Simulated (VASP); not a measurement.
# Re (Fm-3m) in VASP: single point with LDA

Aim: the single point of Re with LDA.

All numbers are computed with VASP 6.6.1; they aren't measurements. Logs are shortened: lines on timing, memory, paths and dates and some standing lists are left out, and cuts for length are marked.

## Step 1: The cell of the first run

The structure is cubic, space group Fm-3m (No. 225). Conventional cell: a = 3.945 Å, b = 3.945 Å, c = 3.945 Å, α = 90.00°, β = 90.00°, γ = 90.00°. Re (site symmetry m-3m) has 12 Re at 2.79 Å within 3.7 Å.

This isn't the form of Re at room conditions, which is hcp.

## Step 2: Single point, LDA

File INCAR:

```
PREC = Accurate ; ENCUT = 520
EDIFF = 1E-7 ; ISMEAR = -1
SIGMA = 0.05 ; LREAL = F
LASPH = T ; NELM = 80
ALGO = Normal ; ISIF = 2
LWAVE = F ; LCHARG = F
NBANDS = 10
```

File KPOINTS:

```
Automatic mesh
0
Gamma
  18 18 18
```

File POSCAR:

```
Re
1.0
    0.0000000000      1.9722735019      1.9722735019
    1.9722735019      0.0000000000      1.9722735019
    1.9722735019      1.9722735019      0.0000000000
Re
1
Direct
    0.0000000000      0.0000000000      0.0000000000
```

Potentials or basis: VASP PAW LDA potentials, release 64 (Re).

The run is started by

```bash
> cat potpaw_LDA.64/Re/POTCAR > POTCAR
> mpirun -np 1 vasp_std > vasp.out
```

OUTCAR:

```text
PREC = Accurate
   ENCUT = 520
   EDIFF = 1E-7
   ISMEAR = -1
   LREAL = F
   LASPH = T
   NELM = 80
   ISIF = 2

 ion  position               nearest neighbor table
   1  0.000  0.000  0.000-

  LATTYP: Found a face centered cubic cell.
 ALAT       =     3.9445470038

  Lattice vectors:

 A1 = (   0.0000000000,   1.9722735019,   1.9722735019)
 A2 = (   1.9722735019,   0.0000000000,   1.9722735019)
 A3 = (   1.9722735019,   1.9722735019,   0.0000000000)

Analysis of symmetry for initial positions (statically):
=====================================================================
 Subroutine PRICEL returns:
 Original cell was already a primitive cell.

 Routine SETGRP: Setting up the symmetry group for a
 face centered cubic supercell.

 Subroutine GETGRP returns: Found 48 space group operations
 (whereof 48 operations were pure point group operations)
 out of a pool of 48 trial point group operations.

The static configuration has the point symmetry O_h .

Analysis of symmetry for dynamics (positions and initial velocities):
=====================================================================
 Subroutine PRICEL returns:
 Original cell was already a primitive cell.

 Routine SETGRP: Setting up the symmetry group for a
 face centered cubic supercell.

 Subroutine GETGRP returns: Found 48 space group operations
 (whereof 48 operations were pure point group operations)
 out of a pool of 48 trial point group operations.

The dynamic configuration has the point symmetry O_h .

 Subroutine INISYM returns: Found 48 space group operations
 (whereof 48 operations are pure point group operations),
 and found     1 'primitive' translations

----------------------------------------------------------------------------------------

                                     Primitive cell

  volume of cell :      15.3437

  direct lattice vectors                    reciprocal lattice vectors
     0.000000000  1.972273502  1.972273502    -0.253514535  0.253514535  0.253514535
     1.972273502  0.000000000  1.972273502     0.253514535 -0.253514535  0.253514535
     1.972273502  1.972273502  0.000000000     0.253514535  0.253514535 -0.253514535

  length of vectors
     2.789215935  2.789215935  2.789215935     0.439100055  0.439100055  0.439100055

  position of ions in fractional coordinates (direct lattice)
     0.000000000  0.000000000  0.000000000

  ion indices of the primitive-cell ions
   primitive index   ion index
                 1           1

----------------------------------------------------------------------------------------

 KPOINTS: Automatic mesh

Automatic generation of k-mesh.
 Grid dimensions read from file:
 generate k-points for:   18   18   18

 Generating k-lattice:

  Cartesian coordinates                     Fractional coordinates (reciprocal lattice)
    -0.014084141  0.014084141  0.014084141     0.055555556  0.000000000  0.000000000
     0.014084141 -0.014084141  0.014084141     0.000000000  0.055555556  0.000000000
     0.014084141  0.014084141 -0.014084141     0.000000000  0.000000000  0.055555556

  Length of vectors
     0.024394448  0.024394448  0.024394448

  Shift w.r.t. Gamma in fractional coordinates (k-lattice)
     0.000000000  0.000000000  0.000000000

 Subroutine IBZKPT returns following result:
 ===========================================

 Found    195 irreducible k-points:

 Following reciprocal coordinates:
            Coordinates               Weight
  0.000000  0.000000  0.000000      1.000000
  0.055556  0.000000  0.000000      8.000000
  0.111111  0.000000  0.000000      8.000000
  0.166667  0.000000  0.000000      8.000000
  0.222222  0.000000  0.000000      8.000000
  0.277778  0.000000  0.000000      8.000000
[... 16 lines left out ...]
 -0.277778  0.055556  0.000000     24.000000
 -0.222222  0.055556  0.000000     24.000000
 [... further k-points ...]
   k-points           NKPTS =    195   k-points in BZ     NKDIM =    195   number of bands    NBANDS=     10
   number of dos      NEDOS =    301   number of ions     NIONS =      1
   total plane-waves  NPLWV =  13824
   dimension x,y,z NGX =    24 NGY =   24 NGZ =   24
   dimension x,y,z NGXF=    48 NGYF=   48 NGZF=   48
   ions per type =               1
   NGX,Y,Z   is equivalent  to a cutoff of  14.30, 14.30, 14.30 a.u.
   NGXF,Y,Z  is equivalent  to a cutoff of  28.61, 28.61, 28.61 a.u.
 SYSTEM =  unknown system
   PREC   = accura    normal or accurate (medium, high low for compatibility)
   ISTART =      0    job   : 0-new  1-cont  2-samecut
   ICHARG =      2    charge: 1-file 2-atom 10-const
   ISPIN  =      1    spin polarized calculation?
   LNONCOLLINEAR =      F non collinear calculations
   LSORBIT =      F    spin-orbit coupling
   LASPH  =      T    aspherical Exc in radial PAW
   ENCUT  =  520.0 eV  38.22 Ry    6.18 a.u.   5.19  5.19  5.19*2*pi/ulx,y,z
   NELM   =     80;   NELMIN=  2; NELMDL= -5     # of ELM steps
   EDIFF  = 0.1E-06   stopping-criterion for ELM
   LREAL  =      F    real-space projection
   EDIFFG = 0.1E-05   stopping-criterion for IOM
   NSW    =      0    number of steps for IOM
   IBRION =     -1    ionic relax: 0-MD 1-quasi-New 2-CG
   NFREE  =      0    steps in history (QN), initial steepest desc. (CG)
   ISIF   =      2    stress and relaxation
   ISYM   =      2    0-nonsym 1-usesym 2-fastsym
   POTIM  = 0.5000    time-step for ionic-motion
   TEBEG  =    0.0;   TEEND  =   0.0 temperature during run
   PSTRESS=    0.0 pullay stress
   NELECT =       7.0000    total number of electrons
   NUPDOWN=      -1.0000    fix difference up-down
   EMIN   =  10.00;   EMAX   =-10.00  energy-range for DOS
   EFERMI =   0.00;   METHOD = LEGACY
   ISMEAR =    -1;   SIGMA  =   0.05  broadening in eV -4-tet -1-fermi 0-gaus
   EFERMI_NEDOS =   21; number of points for ismear=-14 and -15
   IALGO  =     38    algorithm
   IMIX   =      4    mixing-type and parameters
     AMIX     =   0.40;   BMIX     =  1.00
     AMIX_MAG =   1.60;   BMIX_MAG =  1.00
  volume/ion in A,a.u.               =      15.34       103.54
  Fermi-wavevector in a.u.,A,eV,Ry     =   1.260270  2.381566 21.609878  1.588281
  Thomas-Fermi vector in A             =   2.393788
   LORBIT       =      0    0 simple, 1 ext, 2 COOP (PROOUT), +10 PAW based schemes
   GGA     = CA    functional components
   LHFCALC =     F    Hartree Fock is set to
   AEXX    =    0.0000 exact exchange contribution
   IVDW    =     0    specifies the selected vdW correction
   LEPSILON=     F    determine dielectric tensor
   LRPA    =     F    only Hartree local field effects (RPA)
 non-spin polarized calculation
  energy-cutoff  :      520.00
  volume of cell :       15.34
 maximum number of plane-waves:       432
 NGX is ok and might be reduce to    24
   NGX = 11   NGY = 11   NGZ = 11

 number of electron       7.0000000 magnetization

 Free energy of the ion-electron system (eV)
  ---------------------------------------------------
  ext. energy  EPLUGINS =         0.00000000
  ---------------------------------------------------
  free energy    TOTEN  =       -13.63084480 eV

  energy without entropy =      -13.62285333  energy(sigma->0) =      -13.62684907

 E-fermi :   7.5710     XC(G=0): -13.6181

 val. band max:        7.5646811756   @ k =  -0.3889   0.4444   0.0556
 cond. band min:       7.5971901066   @ k =  -0.1111   0.1667   0.0556
 fundamental gap:      0.0325089310
 Fermi energy:         7.5709564119

 k-point     1 :       0.0000    0.0000    0.0000
  band No.  band energies     occupation
      1      -2.1782      2.00000
      2       5.7615      2.00000
      3       5.7615      2.00000
      4       5.7615      2.00000
      5       8.7357      0.00000
      6       8.7357      0.00000
      7      21.5267      0.00000
      8      26.8959      0.00000
      9      26.8959      0.00000
     10      26.8959      0.00000

 k-point     2 :       0.0556    0.0000    0.0000
  band No.  band energies     occupation
      1      -2.0406      2.00000
      2       5.6698      2.00000
      3       5.8260      2.00000
      4       5.8260      2.00000
      5       8.6849      0.00000
      6       8.6850      0.00000
      7      21.7924      0.00000
      8      26.1794      0.00000
      9      27.1450      0.00000
     10      27.1450      0.00000

 k-point     3 :       0.1111    0.0000    0.0000
  band No.  band energies     occupation
      1      -1.6421      2.00000
      2       5.4335      2.00000
      3       5.9942      2.00000
      4       5.9942      2.00000
      5       8.5724      0.00000
      6       8.5724      0.00000
      7      22.5150      0.00000
      8      24.8537      0.00000
      9      27.8690      0.00000
     10      27.8690      0.00000

 k-point     4 :       0.1667    0.0000    0.0000
  band No.  band energies     occupation
      1      -1.0311      2.00000
      2       5.1548      2.00000
      3       6.1787      2.00000
      4       6.1787      2.00000
      5       8.5189      0.00000
      6       8.5189      0.00000
      7      23.0299      0.00000
      8      24.0219      0.00000
      9      29.0050      0.00000
     10      29.0050      0.00000
[... 222 lines left out ...]
 k-point    22 :      -0.3333    0.0556    0.0000
  band No.  band energies     occupation
      1       1.0117      2.00000
      2       5.7564      2.00000
      3       5.7831      2.00000
      4       5.9413      2.00000
      5       9.6279      0.00000
      6      10.6152      0.00000
      7      19.4049      0.00000
      8      23.0411      0.00000
      9      28.5436      0.00000
     10      30.5116      0.00000

 k-point    23 :      -0.2778    0.0556    0.0000
  band No.  band energies     occupation
      1       0.6638      2.00000
      2       5.0941      2.00000
      3       6.0109      2.00000
      4       6.1553      2.00000
      5       8.9069      0.00000
      6       9.9378      0.00000
      7      20.6129      0.00000
      8      24.4098      0.00000
      9      29.6766      0.00000
     10      30.9480      0.00000

 k-point    24 :      -0.2222    0.0556    0.0000
  band No.  band energies     occupation
      1       0.0491      2.00000
      2       4.8644      2.00000
      3       6.1981      2.00000
      4       6.3239      2.00000
      5       8.3509      0.00000
      6       9.3341      0.00000
      7      21.7717      0.00000
      8      25.0195      0.00000
      9      29.6032      0.00000
     10      30.7588      0.00000

 [... further k-points ...]

------------------------ aborting loop because EDIFF is reached ----------------------------------------

  FORCE on cell =-STRESS in cart. coord.  units (eV):
  Direction    XX          YY          ZZ          XY          YZ          ZX
  --------------------------------------------------------------------------------------
  -------------------------------------------------------------------------------------
  Total       -2.0839788     -2.0839788     -2.0839788      0.0000000     -0.0000000      0.0000000
  in kB     -217.6068029   -217.6068029   -217.6068029      0.0000000     -0.0000000      0.0000000
  external PRESSURE =    -217.6068029 kB  Pullay stress =       0.0000000 kB

 VOLUME and BASIS-vectors are now :
 -----------------------------------------------------------------------------
  energy-cutoff  :      520.00
  volume of cell :       15.34
      direct lattice vectors                 reciprocal lattice vectors
     0.000000000  1.972273502  1.972273502    -0.253514535  0.253514535  0.253514535
     1.972273502  0.000000000  1.972273502     0.253514535 -0.253514535  0.253514535
     1.972273502  1.972273502  0.000000000     0.253514535  0.253514535 -0.253514535

 POSITION                                       TOTAL-FORCE (eV/Angst)
 -----------------------------------------------------------------------------------
      0.00000      0.00000      0.00000         0.000000      0.000000      0.000000
 -----------------------------------------------------------------------------------
    total drift:                               -0.000000      0.000000     -0.000000

  FREE ENERGIE OF THE ION-ELECTRON SYSTEM (eV)
  ---------------------------------------------------
  free  energy   TOTEN  =       -13.6308448038 eV

  energy  without entropy=      -13.6228533265  energy(sigma->0) =      -13.62684907
```

Run time: 31 s. Hardware: 1 thread of AMD EPYC 7R43 (Zen 3), shared host; peak memory 0.12 GiB.

Results:

| Property | Result |
| --- | --- |
| Free energy | -13.6308 eV |
| Pressure | -21.8 GPa |
| Band gap on the k mesh | zero (an odd number of electrons rules out a gap without spin polarisation) |

Caveat: the cell stands under tension; spin-orbit coupling is left out, which moves the levels of the heavy elements.

The gap in the log of VASP goes by the Fermi energy; the results here count the filled bands.